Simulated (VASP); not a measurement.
# GaSb3 (Imm2) in VASP: notebook

GaSb3 is run at these levels: PBEsol+D3(BJ); tasks: single point.

Everything below comes from runs of VASP 6.6.1. Logs are shortened: lines on timing, memory, paths and dates and some standing lists are left out, and cuts for length are marked.

## (1) The cell of the first run

Symmetry: Imm2, No. 44, orthorhombic system. Conventional cell: a = 5.071 Å, b = 5.071 Å, c = 7.172 Å, α = 90.00°, β = 90.00°, γ = 90.00°. Within 3.7 Å of Ga (site symmetry mm2) lie 13 Sb at 2.79 to 3.63 Å. Within 3.8 Å of Sb (site symmetry mm2) lie 4 Ga at 2.87 to 3.39 Å and 10 Sb at 3.05 to 3.75 Å. Sb (site symmetry mm2) has 4 Ga at 2.79 to 3.50 Å and 9 Sb at 3.07 to 3.59 Å within 3.7 Å. Within 4.0 Å of Sb (site symmetry mm2) lie 5 Ga at 3.03 to 3.63 Å and 8 Sb at 3.05 to 3.16 Å.

## (2) Single point, PBEsol+D3(BJ) (mode 4 frozen in at -0.082 Å and mode 7 at -0.456 Å (largest displacements))

File INCAR:

```
SYSTEM = GaSb3
PREC = Accurate
ENCUT = 520
EDIFF = 1E-6
ISMEAR = 0
SIGMA = 0.15
LREAL = .False.
LASPH = .True.
NELM = 100
ALGO = Normal
ISIF = 2
LWAVE = .False.
LCHARG = .False.
GGA = PS
IVDW = 12
NBANDS = 22
```

File KPOINTS:

```
Automatic mesh
0
Gamma
  10 10 10
  0 0 0
```

File POSCAR:

```
GaSb3
1.0
    0.0000000000      3.5857729617      3.5857729617
    3.5857729617      0.0000000000      3.5857729617
    3.5857729617      3.5857729617      0.0000000000
Ga Sb
1 3
Direct
    0.0635846169     -0.0635846169     -0.0635846169
    0.2498742531      0.2501257469      0.2501257469
    0.7270061014      0.7729938986      0.7729938986
    0.4867094103      0.5132905897      0.5132905897
```

Potentials or basis: VASP PAW PBE potentials, release 64 (Ga_d, Sb).

Launch:

```sh
$ cat potpaw_PBE.64/Ga_d/POTCAR potpaw_PBE.64/Sb/POTCAR > POTCAR
$ mpirun -np 1 vasp_std > vasp.out
```

OUTCAR:

```text
SYSTEM = GaSb3
   PREC = Accurate
   ENCUT = 520
   EDIFF = 1E-6
   ISMEAR = 0
   LREAL = .False.
   LASPH = .True.
   NELM = 100
   ISIF = 2
   GGA = PS
   IVDW = 12
 IVDW          = 12

 ion  position               nearest neighbor table
   1  0.064  0.936  0.936-   3 2.79   3 2.79   2 2.87   2 2.87   4 3.03
   2  0.250  0.250  0.250-   1 2.87   1 2.87   4 3.05   4 3.05   4 3.16   4 3.16   3 3.42   3 3.59
                             3 3.59   3 3.59   3 3.59   3 3.75
   3  0.727  0.773  0.773-   1 2.79   1 2.79   4 3.07   4 3.07   4 3.15   4 3.15   2 3.42   2 3.59
                             2 3.59   2 3.59   2 3.59   2 3.75
   4  0.487  0.513  0.513-   1 3.03   2 3.05   2 3.05   3 3.07   3 3.07   3 3.15   3 3.15   2 3.16
                             2 3.16

  LATTYP: Found a face centered cubic cell.
 ALAT       =     7.1715459234

  Lattice vectors:

 A1 = (   0.0000000000,   3.5857729617,   3.5857729617)
 A2 = (   3.5857729617,   0.0000000000,   3.5857729617)
 A3 = (   3.5857729617,   3.5857729617,   0.0000000000)

Analysis of symmetry for initial positions (statically):
=====================================================================
 Subroutine PRICEL returns:
 Original cell was already a primitive cell.

 Routine SETGRP: Setting up the symmetry group for a
 face centered cubic supercell.

 Subroutine GETGRP returns: Found  4 space group operations
 (whereof  4 operations were pure point group operations)
 out of a pool of 48 trial point group operations.

The static configuration has the point symmetry C_2v.

Analysis of symmetry for dynamics (positions and initial velocities):
=====================================================================
 Subroutine PRICEL returns:
 Original cell was already a primitive cell.

 Routine SETGRP: Setting up the symmetry group for a
 face centered cubic supercell.

 Subroutine GETGRP returns: Found  4 space group operations
 (whereof  4 operations were pure point group operations)
 out of a pool of 48 trial point group operations.

The dynamic configuration has the point symmetry C_2v.

 Subroutine INISYM returns: Found  4 space group operations
 (whereof  4 operations are pure point group operations),
 and found     1 'primitive' translations

----------------------------------------------------------------------------------------

                                     Primitive cell

  volume of cell :      92.2101

  direct lattice vectors                    reciprocal lattice vectors
     0.000000000  3.585772962  3.585772962    -0.139439949  0.139439949  0.139439949
[... 92 lines left out ...]
   EDIFFG = 0.1E-04   stopping-criterion for IOM
   NSW    =      0    number of steps for IOM
   IBRION =     -1    ionic relax: 0-MD 1-quasi-New 2-CG
   NFREE  =      0    steps in history (QN), initial steepest desc. (CG)
   ISIF   =      2    stress and relaxation
   ISYM   =      2    0-nonsym 1-usesym 2-fastsym
   POTIM  = 0.5000    time-step for ionic-motion
   TEBEG  =    0.0;   TEEND  =   0.0 temperature during run
   PSTRESS=    0.0 pullay stress
   NELECT =      28.0000    total number of electrons
   NUPDOWN=      -1.0000    fix difference up-down
   EMIN   =  10.00;   EMAX   =-10.00  energy-range for DOS
   EFERMI =   0.00;   METHOD = LEGACY
   ISMEAR =     0;   SIGMA  =   0.15  broadening in eV -4-tet -1-fermi 0-gaus
   EFERMI_NEDOS =   21; number of points for ismear=-14 and -15
   IALGO  =     38    algorithm
   IMIX   =      4    mixing-type and parameters
     AMIX     =   0.40;   BMIX     =  1.00
     AMIX_MAG =   1.60;   BMIX_MAG =  1.00
  volume/ion in A,a.u.               =      23.05       155.57
  Fermi-wavevector in a.u.,A,eV,Ry     =   1.100360  2.079379 16.473821  1.210792
  Thomas-Fermi vector in A             =   2.236770
   LORBIT       =      0    0 simple, 1 ext, 2 COOP (PROOUT), +10 PAW based schemes
   GGA     = PS    functional components
   LHFCALC =     F    Hartree Fock is set to
   AEXX    =    0.0000 exact exchange contribution
   IVDW    =    12    specifies the selected vdW correction
   LEPSILON=     F    determine dielectric tensor
   LRPA    =     F    only Hartree local field effects (RPA)
 non-spin polarized calculation
 Gauss-broadening in eV      SIGMA  =   0.15
  energy-cutoff  :      520.00
  volume of cell :       92.21
 maximum number of plane-waves:      2511
 NGX is ok and might be reduce to    40
   NGX = 19   NGY = 19   NGZ = 19

 number of electron      27.9999998 magnetization

 Free energy of the ion-electron system (eV)
  ---------------------------------------------------
  ext. energy  EPLUGINS =         0.00000000
  ---------------------------------------------------
  free energy    TOTEN  =       -16.00984693 eV

  energy without entropy =      -15.99485719  energy(sigma->0) =      -16.00235206

 E-fermi :   8.7717     XC(G=0): -10.7966

 val. band max:        8.7671075558   @ k =   0.2000  -0.4000  -0.4000
 cond. band min:       8.7725586934   @ k =   0.0000  -0.4000   0.4000
 fundamental gap:      0.0054511376
 Fermi energy:         8.7716630862

 k-point     1 :       0.0000    0.0000    0.0000
  band No.  band energies     occupation
      1      -6.1037      2.00000
      2      -6.0904      2.00000
      3      -6.0901      2.00000
      4      -6.0832      2.00000
      5      -6.0543      2.00000
      6      -4.7365      2.00000
[... 589 lines left out ...]
     21      14.5196      0.00000
     22      15.3780      0.00000

 [... further k-points ...]

------------------------ aborting loop because EDIFF is reached ----------------------------------------

 Edisp (eV)   -1.97482

 E8    (eV) :    -1.3588

  FORCE on cell =-STRESS in cart. coord.  units (eV):
  Direction    XX          YY          ZZ          XY          YZ          ZX
  --------------------------------------------------------------------------------------
  -------------------------------------------------------------------------------------
  Total       1.39058     1.94764     1.94764     0.00000    -0.21879     0.00000
  in kB      24.16182    33.84083    33.84083     0.00000    -3.80152     0.00000
  external pressure =       30.61 kB  Pullay stress =        0.00 kB

 VOLUME and BASIS-vectors are now :
 -----------------------------------------------------------------------------
  energy-cutoff  :      520.00
  volume of cell :       92.21
      direct lattice vectors                 reciprocal lattice vectors
     0.000000000  3.585772962  3.585772962    -0.139439949  0.139439949  0.139439949
     3.585772962  0.000000000  3.585772962     0.139439949 -0.139439949  0.139439949
     3.585772962  3.585772962  0.000000000     0.139439949  0.139439949 -0.139439949

 POSITION                                       TOTAL-FORCE (eV/Angst)
 -----------------------------------------------------------------------------------
      6.71555      3.58577      3.58577         1.190424      0.000000      0.000000
      1.79379      1.79289      1.79289         0.100906      0.000000      0.000000
      5.54356      5.37866      5.37866        -0.574100     -0.000000     -0.000000
      3.68109      3.58577      3.58577        -0.717230      0.000000      0.000000
 -----------------------------------------------------------------------------------
    total drift:                                0.000474      0.000000      0.000000

  FREE ENERGIE OF THE ION-ELECTRON SYSTEM (eV)
  ---------------------------------------------------
  free  energy   TOTEN  =       -17.9846673086 eV

  energy  without entropy=      -17.9696775683  energy(sigma->0) =      -17.97717244
```

It took 10 min on 1 thread of AMD EPYC 7R43 (Zen 3), shared host; peak memory 0.44 GiB.

Results:

```
Free energy                : -17.9847 eV
Pressure                   : 3.1 GPa
Largest force              : 1.190 eV/Å
Band gap on the k mesh     : zero (band 14 reaches 10.13 eV, above the bottom of band 15 at 6.43 eV)
Dispersion energy per atom : -0.494 eV
```

Forces on the atoms (eV/Å):
```
Ga   1.190  0.000  0.000
Sb   0.101  0.000  0.000
Sb  -0.574  0.000  0.000
Sb  -0.717  0.000  0.000
```

Stress tensor (GPa, compression positive):
```
 2.42  0.00  0.00
 0.00  3.38 -0.38
 0.00 -0.38  3.38
```

Caveat: the cell differs from its parent crystal (mode 4 frozen in at -0.082 Å and mode 7 at -0.456 Å (largest displacements)); the PAW data sets were made with another functional, which shifts forces and pressure a little; spin-orbit coupling is left out, which moves the levels of the heavy elements; pairwise dispersion overbinds metals, which lowers pressure and volume.

## (3) Single point, PBEsol+D3(BJ) (mode 4 frozen in at -0.123 Å and mode 7 at -0.304 Å (largest displacements))

File INCAR:

```
PREC = Accurate
ENCUT = 520
EDIFF = 1E-7
ISMEAR = 0
SIGMA = 0.15
LREAL = False
LASPH = True
NELM = 100
ALGO = Normal
ISIF = 2
LWAVE = False
LCHARG = False
GGA = PS
IVDW = 12
NBANDS = 22
```

File KPOINTS:

```
regular mesh
0
Gamma
  10 10 10
```

File POSCAR:

```
GaSb3
1.0
    0.0000000000      3.5857729617      3.5857729617
    3.5857729617      0.0000000000      3.5857729617
    3.5857729617      3.5857729617      0.0000000000
Ga Sb
1 3
Direct
    0.0423897446     -0.0423897446     -0.0423897446
    0.2594445653      0.2405554347      0.2405554347
    0.7251423377      0.7748576623      0.7748576623
    0.4911396068      0.5088603932      0.5088603932
```

Potentials or basis: VASP PAW PBE potentials, release 64 (Ga_d, Sb).

Launch:

```sh
$ cat potpaw_PBE.64/Ga_d/POTCAR potpaw_PBE.64/Sb/POTCAR > POTCAR
$ mpirun -np 1 vasp_std > vasp.out
```

Wall time 10 min (1 thread of AMD EPYC 7R43 (Zen 3), shared host); peak memory 0.44 GiB.

It converged, with:

| Property | Result |
| --- | --- |
| Free energy | -18.1253 eV |
| Pressure | 1.9 GPa |
| Largest force | 0.760 eV/Å |
| Band gap on the k mesh | zero (band 14 reaches 10.29 eV, above the bottom of band 15 at 6.45 eV) |
| Dispersion energy per atom | -0.494 eV |

Forces on the atoms (eV/Å):
```
Ga   0.760  0.000  0.000
Sb   0.360  0.000  0.000
Sb  -0.729  0.000  0.000
Sb  -0.391  0.000  0.000
```

Stress tensor (GPa, compression positive):
```
 1.70  0.00  0.00
 0.00  2.01 -0.77
 0.00 -0.77  2.01
```

Levels at points of the mesh, in eV from the Fermi level:
```tsv
k point	band 12	band 13	band 14	band 15	band 16	band 17
(0.00, 0.00, 0.00)	-3.12	-2.89	-2.38	-2.30	-1.14	-0.55
(0.50, 0.00, 0.00)	-3.17	-2.82	0.12	0.22	2.19	2.30
(0.00, 0.50, 0.00)	-3.17	-2.41	-0.20	0.41	1.86	2.10
(0.50, 0.50, 0.00)	1.09	1.17	1.23	1.56	1.90	2.04
(0.00, 0.50, 0.50)	0.93	1.00	1.04	1.46	2.17	2.30
```

Caveat: the cell differs from its parent crystal (mode 4 frozen in at -0.123 Å and mode 7 at -0.304 Å (largest displacements)); the PAW data sets were made with another functional, which shifts forces and pressure a little; spin-orbit coupling is left out, which moves the levels of the heavy elements; pairwise dispersion overbinds metals, which lowers pressure and volume.

## (4) Single point, PBEsol+D3(BJ) (mode 4 frozen in at -0.082 Å and mode 7 at -0.304 Å (largest displacements))

File INCAR:

```
PREC = Accurate
ENCUT = 520
EDIFF = 1E-6
ISMEAR = 0
SIGMA = 0.15
LREAL = F
LASPH = T
NELM = 60
ALGO = Normal
ISIF = 2
LWAVE = F
LCHARG = F
GGA = PS
IVDW = 12
NBANDS = 22
```

KPOINTS is that of step 3.

File POSCAR:

```
GaSb3
1.0
    0.0000000000      3.5857729617      3.5857729617
    3.5857729617      0.0000000000      3.5857729617
    3.5857729617      3.5857729617      0.0000000000
Ga Sb
1 3
Direct
    0.0423897446     -0.0423897446     -0.0423897446
    0.2537275273      0.2462724727      0.2462724727
    0.7308593757      0.7691406243      0.7691406243
    0.4911396068      0.5088603932      0.5088603932
```

Launch:

```sh
$ cat potpaw_PBE.64/Ga_d/POTCAR potpaw_PBE.64/Sb/POTCAR > POTCAR
$ mpirun -np 1 vasp_std > vasp.out
```

Run time: 6.2 min. Hardware: 1 thread of AMD EPYC 7R43 (Zen 3), shared host; peak memory 0.44 GiB.

Results (log left out):

```
Free energy                : -18.1617 eV
Pressure                   : 1.6 GPa
Largest force              : 0.763 eV/Å
Band gap on the k mesh     : zero (band 14 reaches 10.25 eV, above the bottom of band 15 at 6.34 eV)
Dispersion energy per atom : -0.493 eV
```

Forces in eV/Å, atoms in the order of the input:
```
Ga   0.763  0.000  0.000
Sb   0.156  0.000  0.000
Sb  -0.539  0.000  0.000
Sb  -0.380  0.000  0.000
```

Stress tensor (GPa, compression positive):
```
 1.35  0.00  0.00
 0.00  1.68 -0.51
 0.00 -0.51  1.68
```

Levels at points of the mesh, in eV from the Fermi level:
```
           k point  band 10  band 11  band 12  band 13  band 14  band 15  band 16  band 17  band 18  band 19
(0.00, 0.00, 0.00)    -3.15    -3.13    -2.99    -2.89    -2.41    -2.40    -1.00    -0.57    -0.39     3.27
(0.50, 0.00, 0.00)    -4.28    -3.90    -3.08    -2.88     0.09     0.23     2.19     2.24     3.11     3.29
(0.00, 0.50, 0.00)    -4.31    -3.93    -3.12    -2.55    -0.14     0.37     1.94     2.14     3.00     3.53
(0.50, 0.50, 0.00)    -5.76    -5.45     1.10     1.19     1.19     1.53     2.04     2.07     2.66     4.28
(0.00, 0.50, 0.50)    -5.94    -5.84     0.93     1.01     1.04     1.52     2.20     2.29     2.49     4.30
```

Caveat: the cell differs from its parent crystal (mode 4 frozen in at -0.082 Å and mode 7 at -0.304 Å (largest displacements)); the PAW data sets were made with another functional, which shifts forces and pressure a little; spin-orbit coupling is left out, which moves the levels of the heavy elements; pairwise dispersion overbinds metals, which lowers pressure and volume.
